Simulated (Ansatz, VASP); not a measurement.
## Al: VASP beside Ansatz

```xyz
2
Lattice="1.9963 1.9963 0.0000 -1.9963 1.9963 0.0000 0.0000 0.0000 3.8729" Properties=species:S:1:pos:R:3 pbc="T T T"
Al    0.0000    0.0000    0.0000
Al    0.0000    1.9963    1.9364
```

Change from the starting cell: strain along c alone, the other axes held, atoms relaxed: -3.0 %.

Alike in both runs: task single point; functional r2SCAN; k mesh 18 × 18 × 14; occupations gaussian, width 0.1 eV; no spin polarisation.

```csv
,VASP,Ansatz
version,VASP 6.6.1,Ansatz 0.2.0
potentials or method,"VASP PAW PBE potentials, release 64 (Al), cutoff 520 eV","scalar-relativistic, plane waves, PAW"
valence electrons in the cell,6,6
```

```tsv
	VASP	Ansatz	Ansatz less VASP
gap on the k mesh at the Fermi level (eV)	none	none	-
pressure (GPa)	2.8	3.1	+0.35
traceless stress, the component that is largest in VASP (GPa)	2.12	2.13	+0.002
```

VASP's potentials were made for PBE, not for r2SCAN. A gap of «none» marks a metal or a gap that the smearing closes.
